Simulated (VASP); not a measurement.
MgO2: single point with PBEsol

MgO2:

```
Mg O
1.0
     4.79193    0.00000    0.00000
     0.00000    4.79193    0.00000
     0.00000    0.00000    4.79193
Mg O
4 8
Direct
  0.00000 0.50000 0.50000
  0.50000 0.50000 0.00000
  0.50000 0.00000 0.50000
  0.00000 0.00000 0.00000
  0.41110 0.08890 0.91110
  0.08890 0.91110 0.41110
  0.91110 0.41110 0.08890
  0.58890 0.58890 0.58890
  0.41110 0.41110 0.41110
  0.08890 0.58890 0.91110
  0.91110 0.08890 0.58890
  0.58890 0.91110 0.08890
```

This cell differs from its parent crystal: volume scaled by 0.97, then relaxed in part.

```yaml
Program: VASP 6.6.1
Task: single point
Functional: PBEsol
Potentials_or_basis: VASP PAW PBE potentials, release 64 (Mg, O)
Cutoff: 520 eV
k_mesh: 6 × 6 × 6
Occupations: gaussian, width 0.02 eV
Spin: no spin polarisation
Dipole_correction: no
Further_INCAR_settings: ALGO = Normal; EDIFF = 1e-06; NBANDS = 40
```

- Pressure: 4.4 GPa
- Largest force: 0.205 eV/Å
- Band gap on the k mesh: 4.05 eV, indirect (least direct gap 4.19 eV)

Forces on the atoms (eV/Å):
```
Mg   0.000  0.000  0.000
Mg   0.000  0.000  0.000
Mg   0.000  0.000  0.000
Mg   0.000  0.000  0.000
O   -0.118  0.118 -0.118
O    0.118 -0.118 -0.118
O   -0.118 -0.118  0.118
O    0.118  0.118  0.118
O   -0.118 -0.118 -0.118
O    0.118  0.118 -0.118
O   -0.118  0.118  0.118
O    0.118 -0.118  0.118
```

Levels at points of the mesh, in eV from the valence-band top:
| k point | band 26 | band 27 | band 28 | band 29 | band 30 | band 31 |
| --- | --- | --- | --- | --- | --- | --- |
| (0.00, 0.00, 0.00) | -0.52 | 0.00 | 0.00 | 4.71 | 4.74 | 4.74 |
| (0.50, 0.00, 0.00) | -0.75 | -0.13 | -0.13 | 4.12 | 4.12 | 4.58 |
| (0.50, 0.50, 0.00) | -0.50 | -0.50 | -0.50 | 4.34 | 4.34 | 4.34 |
| (0.50, 0.50, 0.50) | -0.58 | -0.58 | -0.58 | 4.66 | 4.66 | 4.66 |

Run time: 86 s on 1 thread of Intel Xeon 6975P-C (shared host), peak memory 0.25 GiB.

Caveat: the PAW data sets were made with another functional, which shifts forces and pressure a little. A k mesh can miss the band edges.
